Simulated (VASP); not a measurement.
# Ti2Co (Fd-3m) in VASP: single point with PBEsol

Aim: the single point of Ti2Co with PBEsol.

Everything below comes from runs of VASP 6.6.1. Logs are shortened: lines on timing, memory, paths and dates and some standing lists are left out, and cuts for length are marked.

## Step 1: The cell of the first run

The structure is cubic, space group Fd-3m (No. 227). Conventional cell: a = 6.978 Å, b = 6.978 Å, c = 6.978 Å, α = 90.00°, β = 90.00°, γ = 90.00°. Ti (site symmetry -3m) has 6 Ti at 2.47 Å and 6 Co at 2.89 Å within 3.3 Å. Co (site symmetry -43m) has 12 Ti at 2.89 Å and 4 Co at 3.02 Å within 3.8 Å.

## Step 2: Single point, PBEsol, collinear spin, ferromagnetic start (14.16 Å³/atom)

INCAR

```
SYSTEM = Ti2Co
ALGO = Normal
EDIFF = 1E-6
ENCUT = 600
GGA = PS
GGA_COMPAT = .FALSE.
ISIF = 2
ISMEAR = 0
ISPIN = 2
LASPH = .TRUE.
LCHARG = .TRUE.
LELF = .TRUE.
LMAXMIX = 4
LORBIT = 11
LREAL = .FALSE.
LVHAR = .TRUE.
LWAVE = .FALSE.
MAGMOM = 0 0 0 0 1.04 1.04
NBANDS = 46
NELM = 200
PREC = Accurate
SIGMA = 0.05
```

KPOINTS

```
k-points
0
G
  8 8 8
  0 0 0
```

POSCAR

```
Ti2Co
1.0
    0.0000000000      3.4889070901      3.4889070901
    3.4889070901      0.0000000000      3.4889070901
    3.4889070901      3.4889070901      0.0000000000
Ti Co
4 2
Direct
    0.1250000000      0.1250000000      0.1250000000
    0.6250000000      0.1250000000      0.1250000000
    0.1250000000      0.1250000000      0.6250000000
    0.1250000000      0.6250000000      0.1250000000
    0.5000000000      0.5000000000      0.5000000000
    0.7500000000      0.7500000000      0.7500000000
```

Potentials or basis: VASP PAW PBE potentials, release 64 (Ti_sv, Co).

On the command line:

```bash
> cat potpaw_PBE.64/Ti_sv/POTCAR potpaw_PBE.64/Co/POTCAR > POTCAR
> mpirun -np 1 vasp_std > vasp.out
```

OUTCAR:

```text
SYSTEM = Ti2Co
   EDIFF = 1E-6
   ENCUT = 600
   GGA = PS
   ISIF = 2
   ISMEAR = 0
   ISPIN = 2
   LASPH = .TRUE.
   LORBIT = 11
   LREAL = .FALSE.
   NELM = 200
   PREC = Accurate

 ion  position               nearest neighbor table
   1  0.125  0.125  0.125-   2 2.47   3 2.47   4 2.47   3 2.47   4 2.47   2 2.47   6 2.89   5 2.89
                             6 2.89   5 2.89   6 2.89   5 2.89
   2  0.625  0.125  0.125-   1 2.47   3 2.47   4 2.47   1 2.47   3 2.47   4 2.47   5 2.89   6 2.89
                             5 2.89   5 2.89   6 2.89   6 2.89
   3  0.125  0.125  0.625-   1 2.47   1 2.47   2 2.47   4 2.47   4 2.47   2 2.47   6 2.89   5 2.89
                             6 2.89   5 2.89   6 2.89   5 2.89
   4  0.125  0.625  0.125-   1 2.47   3 2.47   1 2.47   2 2.47   3 2.47   2 2.47   5 2.89   6 2.89
                             5 2.89   6 2.89   6 2.89   5 2.89
   5  0.500  0.500  0.500-   1 2.89   3 2.89   4 2.89   1 2.89   2 2.89   3 2.89   1 2.89   2 2.89
                             4 2.89   2 2.89   3 2.89   4 2.89   6 3.02   6 3.02   6 3.02   6 3.02
   6  0.750  0.750  0.750-   2 2.89   3 2.89   4 2.89   1 2.89   2 2.89   4 2.89   1 2.89   2 2.89
                             3 2.89   1 2.89   3 2.89   4 2.89   5 3.02   5 3.02   5 3.02   5 3.02

  LATTYP: Found a face centered cubic cell.
 ALAT       =     6.9778141802

  Lattice vectors:

 A1 = (   0.0000000000,   3.4889070901,   3.4889070901)
 A2 = (   3.4889070901,   0.0000000000,   3.4889070901)
 A3 = (   3.4889070901,   3.4889070901,   0.0000000000)

Analysis of symmetry for initial positions (statically):
=====================================================================
 Subroutine PRICEL returns:
 Original cell was already a primitive cell.

 Routine SETGRP: Setting up the symmetry group for a
 face centered cubic supercell.

 Subroutine GETGRP returns: Found 48 space group operations
 (whereof 24 operations were pure point group operations)
 out of a pool of 48 trial point group operations.

The static configuration has the point symmetry T_d .
 The point group associated with its full space group is O_h .

Analysis of symmetry for dynamics (positions and initial velocities):
=====================================================================
 Subroutine PRICEL returns:
 Original cell was already a primitive cell.

 Routine SETGRP: Setting up the symmetry group for a
 face centered cubic supercell.

 Subroutine GETGRP returns: Found 48 space group operations
 (whereof 24 operations were pure point group operations)
 out of a pool of 48 trial point group operations.

The dynamic configuration has the point symmetry T_d .
 The point group associated with its full space group is O_h .

Analysis of structural, dynamic, and magnetic symmetry:
=====================================================================
 Subroutine PRICEL returns:
 Original cell was already a primitive cell.

 Routine SETGRP: Setting up the symmetry group for a
[... 159 lines left out ...]
  free energy    TOTEN  =       -46.22263517 eV

  energy without entropy =      -46.20857515  energy(sigma->0) =      -46.21560516

 E-fermi :   8.8026     XC(G=0): -12.4258

 val. band max:        8.7962009724   @ k =  -0.2500   0.2500   0.0000
 cond. band min:       8.8078168220   @ k =   0.2500   0.2500   0.0000
 fundamental gap:      0.0116158496
 Fermi energy:         8.8025541581

 spin component 1

 k-point     1 :       0.0000    0.0000    0.0000
  band No.  band energies     occupation
      1     -47.3191      1.00000
      2     -46.8181      1.00000
      3     -46.8181      1.00000
      4     -46.8181      1.00000
      5     -25.0553      1.00000
      6     -23.9707      1.00000
[... 1141 lines left out ...]
     44      12.1379      0.00000
     45      12.2087      0.00000

 [... further k-points ...]

 spin component 2

 k-point     1 :       0.0000    0.0000    0.0000
  band No.  band energies     occupation
      1     -47.3254      1.00000
      2     -46.8258      1.00000
      3     -46.8258      1.00000
      4     -46.8258      1.00000
      5     -25.0197      1.00000
      6     -23.9834      1.00000
[... 1141 lines left out ...]
     44      12.1396      0.00000
     45      12.2407      0.00000

 [... further k-points ...]

 [bands above 45 left out]

------------------------ aborting loop because EDIFF is reached ----------------------------------------

  FORCE on cell =-STRESS in cart. coord.  units (eV):
  Direction    XX          YY          ZZ          XY          YZ          ZX
  --------------------------------------------------------------------------------------
  -------------------------------------------------------------------------------------
  Total       -0.0008194     -0.0008194     -0.0008194      0.0000000      0.0000000      0.0000000
  in kB       -0.0154573     -0.0154573     -0.0154573      0.0000000      0.0000000      0.0000000
  external PRESSURE =      -0.0154573 kB  Pullay stress =       0.0000000 kB

 VOLUME and BASIS-vectors are now :
 -----------------------------------------------------------------------------
  energy-cutoff  :      600.00
  volume of cell :       84.94
      direct lattice vectors                 reciprocal lattice vectors
     0.000000000  3.488907090  3.488907090    -0.143311354  0.143311354  0.143311354
     3.488907090  0.000000000  3.488907090     0.143311354 -0.143311354  0.143311354
     3.488907090  3.488907090  0.000000000     0.143311354  0.143311354 -0.143311354

 POSITION                                       TOTAL-FORCE (eV/Angst)
 -----------------------------------------------------------------------------------
      0.87223      0.87223      0.87223         0.000000     -0.000000     -0.000000
      0.87223      2.61668      2.61668         0.000000     -0.000000     -0.000000
      2.61668      2.61668      0.87223         0.000000     -0.000000     -0.000000
      2.61668      0.87223      2.61668         0.000000     -0.000000     -0.000000
      3.48891      3.48891      3.48891        -0.000000     -0.000000     -0.000000
      5.23336      5.23336      5.23336         0.000000      0.000000      0.000000
 -----------------------------------------------------------------------------------
    total drift:                                0.000000     -0.000000      0.000000

  FREE ENERGIE OF THE ION-ELECTRON SYSTEM (eV)
  ---------------------------------------------------
  free  energy   TOTEN  =       -46.2226351727 eV

  energy  without entropy=      -46.2085751462  energy(sigma->0) =      -46.21560516

 total charge

# of ion       s       p       d       tot
------------------------------------------
    1        2.287   6.129   2.194  10.610
    2        2.287   6.129   2.194  10.610
    3        2.287   6.129   2.194  10.610
    4        2.287   6.129   2.194  10.610
    5        0.417   0.392   7.159   7.968
    6        0.417   0.392   7.159   7.968
--------------------------------------------------
tot          9.981  25.300  23.093  58.374

 magnetization (x)

# of ion       s       p       d       tot
------------------------------------------
    1       -0.002  -0.012  -0.002  -0.016
    2       -0.002  -0.012  -0.002  -0.016
    3       -0.002  -0.012  -0.002  -0.016
    4       -0.002  -0.012  -0.002  -0.016
    5        0.006  -0.009   0.951   0.948
    6        0.006  -0.009   0.951   0.948
--------------------------------------------------
tot          0.005  -0.067   1.896   1.834
```

It took 17 min on 1 thread of Intel Xeon 8259CL, shared host; peak memory 0.41 GiB.

Results:

```yaml
Free_energy: -46.2226 eV
Pressure: 0.0 GPa
Net_moment: 1.64 μB per cell
Site_moments: Ti -0.02; Co +0.95 μB
Valence_electrons_inside_the_program's_atomic_spheres: Ti 10.61; Co 7.97
```

Caveat: the PAW data sets were made with another functional, which shifts forces and pressure a little.
